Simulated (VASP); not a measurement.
# La2TaO2 (P6/mmm) in VASP: notebook

La2TaO2 is run at these levels: PBE; tasks: single point.

All numbers are computed with VASP 6.6.1; they aren't measurements. Logs are shortened: lines on timing, memory, paths and dates and some standing lists are left out, and cuts for length are marked.

## (1) The cell of the first run

Symmetry: P6/mmm, No. 191, hexagonal system. Conventional cell: a = 5.492 Å, b = 5.492 Å, c = 4.586 Å, α = 90.00°, β = 90.00°, γ = 120.00°. La (site symmetry -6m2) has 2 O at 2.29 Å within 3.0 Å. Ta (site symmetry 6/mmm) has 6 La at 3.17 Å and 12 O at 3.91 Å within 4.2 Å. Within 3.0 Å of O (site symmetry -6m2) lie 2 La at 2.29 Å.

The cell was generated, and may not be a known phase.

## (2) Single point, PBE

INCAR

```
ALGO = Normal ; EDIFF = 1E-6
ENCUT = 520 ; GGA = PE
ISIF = 2 ; ISMEAR = 0
LASPH = T ; LCHARG = F
LREAL = F ; LWAVE = F
NBANDS = 30 ; NELM = 60
PREC = Accurate ; SIGMA = 0.1
```

KPOINTS

```
k-points
0
Gamma
  6 6 4
```

POSCAR

```
La2TaO2
1.0
    5.4917317400      0.0000000000      0.0000000000
   -2.7458658700      4.7559792000      0.0000000000
    0.0000000000      0.0000000000      4.5856512600
La Ta O
2 1 2
Direct
    0.3333333300      0.6666666700      0.0000000000
    0.6666666700      0.3333333300      0.0000000000
    0.0000000000      0.0000000000      0.0000000000
    0.3333333300      0.6666666700      0.5000000000
    0.6666666700      0.3333333300      0.5000000000
```

Potentials or basis: VASP PAW PBE potentials, release 64 (La, Ta_pv, O).

Run with:

```
$ cat potpaw_PBE.64/La/POTCAR potpaw_PBE.64/Ta_pv/POTCAR potpaw_PBE.64/O/POTCAR > POTCAR
$ mpirun -np 1 vasp_std > vasp.out
```

OUTCAR:

```text
EDIFF = 1E-6
   ENCUT = 520
   GGA = PE
   ISIF = 2
   ISMEAR = 0
   LASPH = T
   LREAL = F
   NELM = 60
   PREC = Accurate

 ion  position               nearest neighbor table
   1  0.333  0.667  0.000-   4 2.29   4 2.29   3 3.17   2 3.17   2 3.17   3 3.17   3 3.17   2 3.17

   2  0.667  0.333  0.000-   5 2.29   5 2.29   3 3.17   1 3.17   1 3.17   3 3.17   3 3.17   1 3.17

   3  0.000  0.000  0.000-   1 3.17   2 3.17   2 3.17   1 3.17   2 3.17   1 3.17
   4  0.333  0.667  0.500-   1 2.29   1 2.29
   5  0.667  0.333  0.500-   2 2.29   2 2.29

  LATTYP: Found a hexagonal cell.
 ALAT       =     5.4917317400
 C/A-ratio  =     0.8350100619

  Lattice vectors:

 A1 = (   5.4917317400,   0.0000000000,   0.0000000000)
 A2 = (  -2.7458658700,   4.7559792000,   0.0000000000)
 A3 = (   0.0000000000,   0.0000000000,   4.5856512600)

Analysis of symmetry for initial positions (statically):
=====================================================================
 Subroutine PRICEL returns:
 Original cell was already a primitive cell.

 Routine SETGRP: Setting up the symmetry group for a
 hexagonal supercell.

 Subroutine GETGRP returns: Found 24 space group operations
 (whereof 24 operations were pure point group operations)
 out of a pool of 24 trial point group operations.

The static configuration has the point symmetry D_6h.

Analysis of symmetry for dynamics (positions and initial velocities):
=====================================================================
 Subroutine PRICEL returns:
 Original cell was already a primitive cell.

 Routine SETGRP: Setting up the symmetry group for a
 hexagonal supercell.

 Subroutine GETGRP returns: Found 24 space group operations
 (whereof 24 operations were pure point group operations)
 out of a pool of 24 trial point group operations.

The dynamic configuration has the point symmetry D_6h.

 Subroutine INISYM returns: Found 24 space group operations
 (whereof 24 operations are pure point group operations),
 and found     1 'primitive' translations

----------------------------------------------------------------------------------------

                                     Primitive cell

  volume of cell :     119.7706
[... 87 lines left out ...]
   LSORBIT =      F    spin-orbit coupling
   LASPH  =      T    aspherical Exc in radial PAW
   ENCUT  =  520.0 eV  38.22 Ry    6.18 a.u.  10.21 10.21  8.53*2*pi/ulx,y,z
   NELM   =     60;   NELMIN=  2; NELMDL= -5     # of ELM steps
   EDIFF  = 0.1E-05   stopping-criterion for ELM
   LREAL  =      F    real-space projection
   EDIFFG = 0.1E-04   stopping-criterion for IOM
   NSW    =      0    number of steps for IOM
   IBRION =     -1    ionic relax: 0-MD 1-quasi-New 2-CG
   NFREE  =      0    steps in history (QN), initial steepest desc. (CG)
   ISIF   =      2    stress and relaxation
   ISYM   =      2    0-nonsym 1-usesym 2-fastsym
   POTIM  = 0.5000    time-step for ionic-motion
   TEBEG  =    0.0;   TEEND  =   0.0 temperature during run
   PSTRESS=    0.0 pullay stress
   NELECT =      45.0000    total number of electrons
   NUPDOWN=      -1.0000    fix difference up-down
   EMIN   =  10.00;   EMAX   =-10.00  energy-range for DOS
   EFERMI =   0.00;   METHOD = LEGACY
   ISMEAR =     0;   SIGMA  =   0.10  broadening in eV -4-tet -1-fermi 0-gaus
   EFERMI_NEDOS =   21; number of points for ismear=-14 and -15
   IALGO  =     38    algorithm
   IMIX   =      4    mixing-type and parameters
     AMIX     =   0.40;   BMIX     =  1.00
     AMIX_MAG =   1.60;   BMIX_MAG =  1.00
  volume/ion in A,a.u.               =      23.95       161.65
  Fermi-wavevector in a.u.,A,eV,Ry     =   1.181306  2.232344 18.986696  1.395483
  Thomas-Fermi vector in A             =   2.317581
   LORBIT       =      0    0 simple, 1 ext, 2 COOP (PROOUT), +10 PAW based schemes
   GGA     = PE    functional components
   LHFCALC =     F    Hartree Fock is set to
   AEXX    =    0.0000 exact exchange contribution
   IVDW    =     0    specifies the selected vdW correction
   LEPSILON=     F    determine dielectric tensor
   LRPA    =     F    only Hartree local field effects (RPA)
 non-spin polarized calculation
 Gauss-broadening in eV      SIGMA  =   0.10
  energy-cutoff  :      520.00
  volume of cell :      119.77
 maximum number of plane-waves:      3246
 NGX is ok and might be reduce to    42
   NGX = 21   NGY = 21   NGZ = 17

 number of electron      44.9999992 magnetization

 Free energy of the ion-electron system (eV)
  ---------------------------------------------------
  ext. energy  EPLUGINS =         0.00000000
  ---------------------------------------------------
  free energy    TOTEN  =       -31.95344161 eV

  energy without entropy =      -31.91831403  energy(sigma->0) =      -31.93587782

 E-fermi :   5.0285     XC(G=0):  -9.5660

 val. band max:        5.0166533334   @ k =   0.1667   0.0000   0.2500
 cond. band min:       5.0553891513   @ k =   0.1667   0.1667   0.2500
 fundamental gap:      0.0387358179
 Fermi energy:         5.0284691276

 k-point     1 :       0.0000    0.0000    0.0000
  band No.  band energies     occupation
      1     -30.3612      2.00000
      2     -29.7777      2.00000
      3     -29.7777      2.00000
      4     -26.7946      2.00000
      5     -26.1986      2.00000
      6     -11.5547      2.00000
[... 682 lines left out ...]
     29       8.0854      0.00000
     30       8.0993      0.00000

------------------------ aborting loop because EDIFF is reached ----------------------------------------

  FORCE on cell =-STRESS in cart. coord.  units (eV):
  Direction    XX          YY          ZZ          XY          YZ          ZX
  --------------------------------------------------------------------------------------
  -------------------------------------------------------------------------------------
  Total        8.0608173      8.0608173    -12.4263411     -0.0000000     -0.0000000      0.0000000
  in kB      107.8299431    107.8299432   -166.2277655     -0.0000000     -0.0000000      0.0000000
  external PRESSURE =      16.4773736 kB  Pullay stress =       0.0000000 kB

 VOLUME and BASIS-vectors are now :
 -----------------------------------------------------------------------------
  energy-cutoff  :      520.00
  volume of cell :      119.77
      direct lattice vectors                 reciprocal lattice vectors
     5.491731740  0.000000000  0.000000000     0.182091924  0.105130821  0.000000000
    -2.745865870  4.755979200  0.000000000     0.000000000  0.210261643  0.000000000
     0.000000000  0.000000000  4.585651260     0.000000000  0.000000000  0.218071533

 POSITION                                       TOTAL-FORCE (eV/Angst)
 -----------------------------------------------------------------------------------
     -0.00000      3.17065      0.00000        -0.000000     -0.000000      0.000000
      2.74587      1.58533      0.00000         0.000000      0.000000      0.000000
      0.00000      0.00000      0.00000        -0.000000      0.000000      0.000000
     -0.00000      3.17065      2.29283        -0.000000     -0.000000      0.000000
      2.74587      1.58533      2.29283         0.000000      0.000000     -0.000000
 -----------------------------------------------------------------------------------
    total drift:                                0.000000     -0.000000     -0.000000

  FREE ENERGIE OF THE ION-ELECTRON SYSTEM (eV)
  ---------------------------------------------------
  free  energy   TOTEN  =       -31.9534416054 eV

  energy  without entropy=      -31.9183140268  energy(sigma->0) =      -31.93587782
```

OSZICAR:

```text
N       E                     dE             d eps       ncg     rms          rms(c)
DAV:   1     0.564784924308E+03    0.56478E+03   -0.18158E+04  1308   0.209E+03
DAV:   2     0.886473294292E+02   -0.47614E+03   -0.45840E+03  1572   0.389E+02
DAV:   3    -0.199542078614E+02   -0.10860E+03   -0.10512E+03  1954   0.197E+02
DAV:   4    -0.397892834519E+02   -0.19835E+02   -0.19290E+02  2392   0.748E+01
DAV:   5    -0.414249852856E+02   -0.16357E+01   -0.15618E+01  2320   0.212E+01    0.163E+01
DAV:   6    -0.348706310605E+02    0.65544E+01   -0.91129E+01  1992   0.416E+01    0.187E+01
DAV:   7    -0.333277671037E+02    0.15429E+01   -0.88636E+01  2384   0.356E+01    0.658E+00
DAV:   8    -0.321703787169E+02    0.11574E+01   -0.34459E+00  2192   0.114E+01    0.310E+00
DAV:   9    -0.319667564064E+02    0.20362E+00   -0.13819E+00  2312   0.580E+00    0.153E+00
DAV:  10    -0.319565363608E+02    0.10220E-01   -0.86714E-02  2224   0.194E+00    0.108E+00
DAV:  11    -0.319553413403E+02    0.11950E-02   -0.87966E-02  2040   0.201E+00    0.390E-01
DAV:  12    -0.319538049651E+02    0.15364E-02   -0.15160E-02  2296   0.937E-01    0.150E-01
DAV:  13    -0.319534289710E+02    0.37599E-03   -0.36039E-03  2288   0.338E-01    0.614E-02
DAV:  14    -0.319534420058E+02   -0.13035E-04   -0.17967E-04  2240   0.980E-02    0.355E-02
DAV:  15    -0.319534507511E+02   -0.87453E-05   -0.28370E-04  2296   0.869E-02    0.234E-02
DAV:  16    -0.319534416214E+02    0.91296E-05   -0.52376E-05  2192   0.404E-02    0.520E-03
DAV:  17    -0.319534416054E+02    0.15993E-07   -0.61178E-06  1792   0.142E-02
   1 F= -.31953442E+02 E0= -.31935878E+02  d E =-.351276E-01
```

stdout:

```text
POSCAR found type information on POSCAR LaTaO
 POSCAR found :  3 types and       5 ions
 scaLAPACK will be used
 LDA part: xc-table for (Slater+PW92), standard interpolation
 POSCAR, INCAR and KPOINTS ok, starting setup
 FFT: planning ... GRIDC
 FFT: planning ... GRID_SOFT
 FFT: planning ... GRID
 WAVECAR not read
 entering main loop
```

It took 75 s on 1 thread of AMD EPYC 9R45 (Zen 5), shared host; peak memory 0.26 GiB.

What came out:

```yaml
Free_energy: -31.9534 eV
Pressure: 1.6 GPa
Band_gap_on_the_k_mesh: zero (an odd number of electrons rules out a gap without spin polarisation)
```

Stress tensor (GPa, compression positive):
```
 10.78   0.00   0.00
  0.00  10.78   0.00
  0.00   0.00 -16.62
```

Caveat: the stress differs along the axes, from -17 to 11 GPa; spin-orbit coupling is left out, which moves the levels of the heavy elements; an odd number of electrons without spin polarisation forces a metal; a magnetic or distorted state may lie lower.

## (3) Single point, PBE, collinear spin

INCAR

```
SYSTEM = La2TaO2
  PREC = Accurate
  ENCUT = 520
  EDIFF = 1E-6
  ISMEAR = 0
  SIGMA = 0.1
  LREAL = .False.
  LASPH = .True.
  NELM = 150
  ALGO = Normal
  ISIF = 2
  LWAVE = .False.
  LCHARG = .False.
  ISPIN = 2
  MAGMOM = 0 0 1 0 0
  LORBIT = 11
  LMAXMIX = 6
  GGA = PE
  NBANDS = 34
```

KPOINTS

```
Automatic mesh
0
Gamma
  6 6 4
  0 0 0
```

POSCAR is that of step 2.

Potentials or basis: VASP PAW PBE potentials, release 64 (La, Ta_pv, O).

Run with:

```
$ cat potpaw_PBE.64/La/POTCAR potpaw_PBE.64/Ta_pv/POTCAR potpaw_PBE.64/O/POTCAR > POTCAR
$ mpirun -np 1 vasp_std > vasp.out
```

Run time: 3.3 min. Hardware: 1 thread of AMD EPYC 9R45 (Zen 5), shared host; peak memory 0.35 GiB.

It converged, with:

```
Free energy                                           : -32.1688 eV
Pressure                                              : 2.0 GPa
Net moment                                            : 2.16 μB per cell
Site moments                                          : La +0.04; Ta +1.32; O +0.00 μB
Valence electrons inside the program's atomic spheres : La 8.86; Ta 8.79; O 4.91
```

Stress tensor (GPa, compression positive):
```
 11.70   0.00   0.00
  0.00  11.70   0.00
  0.00   0.00 -17.41
```

Levels at points of the mesh, in eV from the Fermi level:
Spin up:
| k point | band 20 | band 21 | band 22 | band 23 | band 24 | band 25 | band 26 | band 27 |
| --- | --- | --- | --- | --- | --- | --- | --- | --- |
| (0.00, 0.00, 0.00) | -0.57 | -0.39 | -0.29 | -0.29 | 0.50 | 0.50 | 1.07 | 1.07 |
| (0.50, 0.00, 0.00) | -0.61 | -0.58 | -0.55 | -0.45 | -0.18 | 0.01 | 0.22 | 0.79 |
| (0.00, 0.00, 0.50) | -1.88 | 0.20 | 0.20 | 0.52 | 0.52 | 0.67 | 1.15 | 1.24 |
| (0.50, 0.00, 0.50) | -1.12 | -0.86 | -0.60 | -0.02 | 0.12 | 0.33 | 0.60 | 1.14 |
Spin down:
| k point | band 18 | band 19 | band 20 | band 21 | band 22 | band 23 | band 24 | band 25 | band 26 | band 27 |
| --- | --- | --- | --- | --- | --- | --- | --- | --- | --- | --- |
| (0.00, 0.00, 0.00) | -0.99 | -0.57 | -0.38 | 0.75 | 0.90 | 0.90 | 1.27 | 1.27 | 1.34 | 1.34 |
| (0.50, 0.00, 0.00) | -0.77 | -0.52 | -0.44 | -0.30 | -0.03 | 0.36 | 0.36 | 1.02 | 1.12 | 1.22 |
| (0.00, 0.00, 0.50) | -2.41 | -1.64 | -1.64 | 1.19 | 1.19 | 1.29 | 1.29 | 1.51 | 1.51 | 1.97 |
| (0.50, 0.00, 0.50) | -2.00 | -1.71 | -1.11 | -0.19 | 0.00 | 0.46 | 1.11 | 1.22 | 1.37 | 2.19 |

Caveat: the stress differs along the axes, from -17 to 12 GPa; spin-orbit coupling is left out, which moves the levels of the heavy elements.

## (4) Single point, PBE, collinear spin

This run uses another cell than the first one, of 32.12 Å³/atom.

INCAR

```
SYSTEM = La2TaO2
ALGO     = Normal         ! electronic algorithm
EDIFF    = 1E-6           ! SCF threshold, eV
ENCUT    = 520            ! plane-wave cutoff, eV
GGA      = PE             ! functional
ISIF     = 2              ! what is computed and relaxed
ISMEAR   = 0              ! smearing method
ISPIN    = 2              ! spin polarisation
LASPH    = .TRUE.         ! aspherical terms in the spheres
LCHARG   = .TRUE.         ! write CHGCAR
LELF     = .TRUE.         ! ELF
LMAXMIX  = 6              ! l up to which the mixer works
LORBIT   = 11             ! projections on sites
LREAL    = .FALSE.        ! projectors in reciprocal space
LVHAR    = .TRUE.       
LWAVE    = .FALSE.        ! write WAVECAR
MAGMOM   = 0 0 1 0 0      ! initial moments
NBANDS   = 34             ! bands
NELM     = 150            ! most SCF steps
PREC     = Accurate       ! precision mode
SIGMA    = 0.1            ! smearing width, eV
```

KPOINTS

```
k-points
0
G
  6 6 4
  0 0 0
```

POSCAR

```
La2TaO2
1.0
    6.5906780097      0.0000000000      0.0000000000
   -3.2953390048      5.7076945845      0.0000000000
    0.0000000000      0.0000000000      4.2690001229
La Ta O
2 1 2
Direct
    0.3333333333      0.6666666667      0.0000000000
    0.6666666667      0.3333333333      0.0000000000
    0.0000000000      0.0000000000      0.0000000000
    0.3333333333      0.6666666667      0.5000000000
    0.6666666667      0.3333333333      0.5000000000
```

Run with:

```
$ cat potpaw_PBE.64/La/POTCAR potpaw_PBE.64/Ta_pv/POTCAR potpaw_PBE.64/O/POTCAR > POTCAR
$ mpirun -np 1 vasp_std > vasp.out
```

It took 3.8 min on 1 thread of AMD EPYC 9R45 (Zen 5), shared host; peak memory 0.42 GiB.

Results (log left out):

* Free energy: -33.9158 eV
* Pressure: 0.0 GPa
* Net moment: 3.87 μB per cell
* Site moments: La +0.06; Ta +2.14; O +0.02 μB
* Valence electrons inside the program's atomic spheres: La 8.80; Ta 8.59; O 5.02

Stress tensor (GPa, compression positive):
```
 0.14  0.00  0.00
 0.00  0.14  0.00
 0.00  0.00 -0.19
```

Levels at points of the mesh, in eV from the Fermi level:
Spin up:
```tsv
k point	band 20	band 21	band 22	band 23	band 24	band 25	band 26	band 27	band 28	band 29
(0.00, 0.00, 0.00)	-0.66	-0.60	-0.26	-0.26	0.17	0.17	0.18	0.18	2.03	2.03
(0.50, 0.00, 0.00)	-0.77	-0.65	-0.65	-0.62	-0.59	0.13	0.23	0.38	2.12	2.22
(0.00, 0.00, 0.50)	-2.78	-0.34	-0.34	-0.17	-0.17	0.41	0.74	0.74	0.83	2.27
(0.50, 0.00, 0.50)	-2.18	-0.88	-0.48	-0.46	-0.29	0.16	0.83	0.83	1.03	2.34
```
Spin down:
| k point | band 17 | band 18 | band 19 | band 20 | band 21 | band 22 | band 23 | band 24 |
| --- | --- | --- | --- | --- | --- | --- | --- | --- |
| (0.00, 0.00, 0.00) | -2.19 | -2.19 | -0.64 | -0.58 | 0.80 | 0.82 | 0.82 | 1.32 |
| (0.50, 0.00, 0.00) | -2.12 | -1.58 | -0.62 | -0.60 | -0.15 | -0.15 | 0.80 | 0.83 |
| (0.00, 0.00, 0.50) | -3.46 | -2.92 | -2.92 | -1.70 | 1.31 | 1.31 | 1.36 | 1.36 |
| (0.50, 0.00, 0.50) | -3.42 | -3.03 | -2.80 | -0.92 | 0.26 | 0.66 | 0.97 | 1.12 |

Caveat: the k points lie up to 0.37 Å⁻¹ apart; spin-orbit coupling is left out, which moves the levels of the heavy elements.

## (5) The runs side by side

| spin | cell | gap on the mesh (eV) | pressure (GPa) | moment (μB) |
| --- | --- | --- | --- | --- |
| off | a = 5.492, b = 5.492, c = 4.586 Å, angles 90.0, 90.0, 120.0°, 5 atoms | none | 1.6 | - |
| collinear | a = 5.492, b = 5.492, c = 4.586 Å, angles 90.0, 90.0, 120.0°, 5 atoms | none | 2.0 | 2.16 |
| collinear | a = 6.591, b = 6.591, c = 4.269 Å, angles 90.0, 90.0, 120.0°, 5 atoms | none | 0.0 | 3.87 |

Alike in all rows: task single point; level PBE; potentials or basis VASP PAW PBE potentials, release 64 (La, Ta_pv, O); k mesh 6 × 6 × 4; cutoff (eV) 520; smearing gaussian 0.1 eV.

Caveats: some runs use coarse meshes; spin-orbit coupling is left out, which moves the levels of the heavy elements; the stress differs along the axes, from -17 to 11 GPa (at least some runs); an odd number of electrons without spin polarisation forces a metal (at least some runs); a magnetic or distorted state may lie lower (at least some runs); the stress differs along the axes, from -17 to 12 GPa (at least some runs).

Absolute energies hang on the potentials; compare differences alone.

The gap in the log of VASP goes by the Fermi energy; the results here count the filled bands.